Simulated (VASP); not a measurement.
Write the native input for VASP 6.6.1 that does the following.

| Property | Result |
| --- | --- |
| Task | single point |
| Functional | PBE |
| Potentials or basis | VASP PAW PBE potentials, release 64 (Ga_d, Sb) |
| Cutoff | 500 eV |
| k mesh | 4 × 4 × 4 |
| Occupations | gaussian, width 0.1 eV |
| Spin | no spin polarisation |
| Dipole correction | no |
| Further INCAR settings | ALGO = Normal; EDIFF = 1e-06; NBANDS = 38 |

The structure of GaSb3 lies in POSCAR:

```
GaSb3
1.0
    5.9593270087      0.0000000000      0.0000000000
    0.0000000000      5.9593270087      0.0000000000
    0.0000000000      0.0000000000      5.9593270087
Ga Sb
2 6
Direct
    0.0000000000      0.0000000000      0.0000000000
    0.5000000000      0.5000000000      0.5000000000
    0.0000000000      0.5000000000      0.2500000000
    0.0000000000      0.5000000000      0.7500000000
    0.2500000000      0.0000000000      0.5000000000
    0.7500000000      0.0000000000      0.5000000000
    0.5000000000      0.7500000000      0.0000000000
    0.5000000000      0.2500000000      0.0000000000
```

One way to write it, as run:

INCAR

```
PREC = Accurate
ENCUT = 500
EDIFF = 1E-6
ISMEAR = 0
SIGMA = 0.1
LREAL = F
LASPH = T
NELM = 120
ALGO = Normal
ISIF = 2
LWAVE = F
LCHARG = F
GGA = PE
NBANDS = 38
GGA_COMPAT = F
```

KPOINTS

```
regular mesh
0
Gamma
  4 4 4
```

Potentials or basis: VASP PAW PBE potentials, release 64 (Ga_d, Sb).

Run with:

```bash
$ cat potpaw_PBE.64/Ga_d/POTCAR potpaw_PBE.64/Sb/POTCAR > POTCAR
$ mpirun -np 1 vasp_std > vasp.out
```

It gave:

The pressure is 0.0 GPa and the band gap on the k mesh is zero (bands 28 and 29 overlap by 1.68 eV).

Caveat: spin-orbit coupling is left out, which moves the levels of the heavy elements.

Wall time 80 s on 1 thread of Intel Xeon 8259CL, with other jobs on the host, peak memory 0.35 GiB.
